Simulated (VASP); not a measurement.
# As (Im-3m) in VASP: a series of runs

As is run at these levels: revPBE; tasks: single point.

All numbers are computed with VASP 6.6.1; they aren't measurements. Logs are shortened: lines on timing, memory, paths and dates and some standing lists are left out, and cuts for length are marked.

## (1) The cell of the first run

Symmetry: Im-3m, No. 229, cubic system. Conventional cell: a = 3.288 Å, b = 3.288 Å, c = 3.288 Å, α = 90.00°, β = 90.00°, γ = 90.00°. Within 3.8 Å of As (site symmetry m-3m) lie 14 As at 2.85 to 3.29 Å.

## (2) Single point, revPBE (volume scaled by 0.92)

File INCAR:

```
SYSTEM = As
  PREC = Accurate
  ENCUT = 520
  EDIFF = 1E-6
  ISMEAR = -1
  SIGMA = 0.1
  LREAL = .FALSE.
  LASPH = .TRUE.
  NELM = 80
  ALGO = Normal
  ISIF = 2
  LWAVE = .FALSE.
  LCHARG = .FALSE.
  GGA = RE
  NBANDS = 8
```

File KPOINTS:

```
Automatic mesh
0
G
  15 15 15
  0 0 0
```

File POSCAR:

```
As
1.0
   -1.6438948938      1.6438948938      1.6438948938
    1.6438948938     -1.6438948938      1.6438948938
    1.6438948938      1.6438948938     -1.6438948938
As
1
Direct
    0.0000000000      0.0000000000      0.0000000000
```

Potentials or basis: VASP PAW PBE potentials, release 64 (As).

Command:

```
> cat potpaw_PBE.64/As/POTCAR > POTCAR
> mpirun -np 1 vasp_std > vasp.out
```

OUTCAR:

```text
SYSTEM = As
   PREC = Accurate
   ENCUT = 520
   EDIFF = 1E-6
   ISMEAR = -1
   LREAL = .FALSE.
   LASPH = .TRUE.
   NELM = 80
   ISIF = 2
   GGA = RE

 ion  position               nearest neighbor table
   1  0.000  0.000  0.000-

  LATTYP: Found a body centered cubic cell.
 ALAT       =     3.2877897876

  Lattice vectors:

 A1 = (  -1.6438948938,   1.6438948938,   1.6438948938)
 A2 = (   1.6438948938,  -1.6438948938,   1.6438948938)
 A3 = (   1.6438948938,   1.6438948938,  -1.6438948938)

Analysis of symmetry for initial positions (statically):
=====================================================================
 Subroutine PRICEL returns:
 Original cell was already a primitive cell.

 Routine SETGRP: Setting up the symmetry group for a
 body centered cubic supercell.

 Subroutine GETGRP returns: Found 48 space group operations
 (whereof 48 operations were pure point group operations)
 out of a pool of 48 trial point group operations.

The static configuration has the point symmetry O_h .

Analysis of symmetry for dynamics (positions and initial velocities):
=====================================================================
 Subroutine PRICEL returns:
 Original cell was already a primitive cell.

 Routine SETGRP: Setting up the symmetry group for a
 body centered cubic supercell.

 Subroutine GETGRP returns: Found 48 space group operations
 (whereof 48 operations were pure point group operations)
 out of a pool of 48 trial point group operations.

The dynamic configuration has the point symmetry O_h .

 Subroutine INISYM returns: Found 48 space group operations
 (whereof 48 operations are pure point group operations),
 and found     1 'primitive' translations

----------------------------------------------------------------------------------------

                                     Primitive cell

  volume of cell :      17.7698

  direct lattice vectors                    reciprocal lattice vectors
    -1.643894894  1.643894894  1.643894894     0.000000000  0.304155699  0.304155699
     1.643894894 -1.643894894  1.643894894     0.304155699  0.000000000  0.304155699
     1.643894894  1.643894894 -1.643894894     0.304155699  0.304155699  0.000000000

  length of vectors
     2.847309478  2.847309478  2.847309478     0.430141114  0.430141114  0.430141114

  position of ions in fractional coordinates (direct lattice)
     0.000000000  0.000000000  0.000000000

  ion indices of the primitive-cell ions
[... 75 lines left out ...]
   LREAL  =      F    real-space projection
   EDIFFG = 0.1E-04   stopping-criterion for IOM
   NSW    =      0    number of steps for IOM
   IBRION =     -1    ionic relax: 0-MD 1-quasi-New 2-CG
   NFREE  =      0    steps in history (QN), initial steepest desc. (CG)
   ISIF   =      2    stress and relaxation
   ISYM   =      2    0-nonsym 1-usesym 2-fastsym
   POTIM  = 0.5000    time-step for ionic-motion
   TEBEG  =    0.0;   TEEND  =   0.0 temperature during run
   PSTRESS=    0.0 pullay stress
   NELECT =       5.0000    total number of electrons
   NUPDOWN=      -1.0000    fix difference up-down
   EMIN   =  10.00;   EMAX   =-10.00  energy-range for DOS
   EFERMI =   0.00;   METHOD = LEGACY
   ISMEAR =    -1;   SIGMA  =   0.10  broadening in eV -4-tet -1-fermi 0-gaus
   EFERMI_NEDOS =   21; number of points for ismear=-14 and -15
   IALGO  =     38    algorithm
   IMIX   =      4    mixing-type and parameters
     AMIX     =   0.40;   BMIX     =  1.00
     AMIX_MAG =   1.60;   BMIX_MAG =  1.00
  volume/ion in A,a.u.               =      17.77       119.92
  Fermi-wavevector in a.u.,A,eV,Ry     =   1.072764  2.027230 15.657887  1.150822
  Thomas-Fermi vector in A             =   2.208543
   LORBIT       =      0    0 simple, 1 ext, 2 COOP (PROOUT), +10 PAW based schemes
   GGA     = RE    functional components
   LHFCALC =     F    Hartree Fock is set to
   AEXX    =    0.0000 exact exchange contribution
   IVDW    =     0    specifies the selected vdW correction
   LEPSILON=     F    determine dielectric tensor
   LRPA    =     F    only Hartree local field effects (RPA)
 non-spin polarized calculation
  energy-cutoff  :      520.00
  volume of cell :       17.77
 maximum number of plane-waves:       488
 NGX is ok and might be reduce to    24
   NGX = 11   NGY = 11   NGZ = 11

 number of electron       5.0000000 magnetization

 Free energy of the ion-electron system (eV)
  ---------------------------------------------------
  ext. energy  EPLUGINS =         0.00000000
  ---------------------------------------------------
  free energy    TOTEN  =        -3.86846513 eV

  energy without entropy =       -3.85059832  energy(sigma->0) =       -3.85953173

 E-fermi :   7.3356     XC(G=0): -11.0629

 val. band max:        7.3277373216   @ k =   0.2000   0.2000   0.1333
 cond. band min:       7.3492530483   @ k =   0.2667   0.1333   0.0667
 fundamental gap:      0.0215157267
 Fermi energy:         7.3356373844

 k-point     1 :       0.0000    0.0000    0.0000
  band No.  band energies     occupation
      1      -8.3510      2.00000
      2      13.8632      0.00000
      3      13.8632      0.00000
      4      13.8632      0.00000
      5      20.6751      0.00000
      6      20.6751      0.00000
      7      20.6751      0.00000
      8      23.3003      0.00000
[... 243 lines left out ...]
 k-point    24 :       0.4000    0.2000    0.0000
  band No.  band energies     occupation
      1      -2.5147      2.00000
      2       1.1657      2.00000
      3       5.5461      2.00000
      4      10.5170      0.00000
      5      17.2620      0.00000
      6      20.6349      0.00000
      7      23.7899      0.00000
      8      24.2972      0.00000

 [... further k-points ...]

------------------------ aborting loop because EDIFF is reached ----------------------------------------

  FORCE on cell =-STRESS in cart. coord.  units (eV):
  Direction    XX          YY          ZZ          XY          YZ          ZX
  --------------------------------------------------------------------------------------
  -------------------------------------------------------------------------------------
  Total        0.8529499      0.8529499      0.8529499      0.0000000      0.0000000     -0.0000000
  in kB       76.9045374     76.9045374     76.9045374      0.0000000      0.0000000     -0.0000000
  external PRESSURE =      76.9045374 kB  Pullay stress =       0.0000000 kB

 VOLUME and BASIS-vectors are now :
 -----------------------------------------------------------------------------
  energy-cutoff  :      520.00
  volume of cell :       17.77
      direct lattice vectors                 reciprocal lattice vectors
    -1.643894894  1.643894894  1.643894894     0.000000000  0.304155699  0.304155699
     1.643894894 -1.643894894  1.643894894     0.304155699  0.000000000  0.304155699
     1.643894894  1.643894894 -1.643894894     0.304155699  0.304155699  0.000000000

 POSITION                                       TOTAL-FORCE (eV/Angst)
 -----------------------------------------------------------------------------------
      0.00000      0.00000      0.00000        -0.000000      0.000000     -0.000000
 -----------------------------------------------------------------------------------
    total drift:                                0.000000      0.000000     -0.000000

  FREE ENERGIE OF THE ION-ELECTRON SYSTEM (eV)
  ---------------------------------------------------
  free  energy   TOTEN  =        -3.8684651350 eV

  energy  without entropy=       -3.8505983218  energy(sigma->0) =       -3.85953173
```

stdout:

```text
POSCAR found type information on POSCAR As
 POSCAR found :  1 types and       1 ions
 scaLAPACK will be used
 -----------------------------------------------------------------------------
|                                                                             |
|                                                                             |
|     You enforced a specific xc type in the INCAR file but a different       |
|     I HOPE YOU KNOW WHAT YOU ARE DOING!                                     |
|                                                                             |
 -----------------------------------------------------------------------------

 LDA part: xc-table for (Slater+PW92), standard interpolation
 POSCAR, INCAR and KPOINTS ok, starting setup
 FFT: planning ... GRIDC
 FFT: planning ... GRID_SOFT
 FFT: planning ... GRID
 WAVECAR not read
 entering main loop
```

Wall time 8.6 s (1 thread of Intel Xeon 6975P-C, shared host); peak memory 0.15 GiB.

What came out:

| Property | Result |
| --- | --- |
| Free energy | -3.8685 eV |
| Pressure | 7.7 GPa |

Caveat: the PAW data sets were made with another functional, which shifts forces and pressure a little.

## (3) Single point, revPBE (volume scaled by 0.96)

File INCAR:

```
ALGO = Normal ; EDIFF = 1E-6
ENCUT = 520 ; GGA = RE
ISIF = 2 ; ISMEAR = -1
LASPH = T ; LCHARG = T
LELF = T ; LREAL = F
LVHAR = T ; LWAVE = F
NBANDS = 8 ; NELM = 80
PREC = Accurate ; SIGMA = 0.1
```

File KPOINTS:

```
k-points
0
Gamma
  15 15 15
```

File POSCAR:

```
As
1.0
   -1.6673822798      1.6673822798      1.6673822798
    1.6673822798     -1.6673822798      1.6673822798
    1.6673822798      1.6673822798     -1.6673822798
As
1
Direct
    0.0000000000      0.0000000000      0.0000000000
```

Potentials or basis: VASP PAW PBE potentials, release 64 (As).

Command:

```
> cat potpaw_PBE.64/As/POTCAR > POTCAR
> mpirun -np 1 vasp_std > vasp.out
```

Run time: 12 s. Hardware: 1 thread of Intel Xeon 6975P-C, shared host; peak memory 0.14 GiB.

It converged, with:

```yaml
Free_energy: -3.8948 eV
Pressure: 3.4 GPa
```

Levels at points of the mesh, in eV from the Fermi level:
```tsv
k point	band 1	band 2	band 3	band 4	band 5	band 6	band 7
(0.00, 0.00, 0.00)	-15.29	6.15	6.15	6.15	13.13	13.13	13.13
```

Caveat: the PAW data sets were made with another functional, which shifts forces and pressure a little.
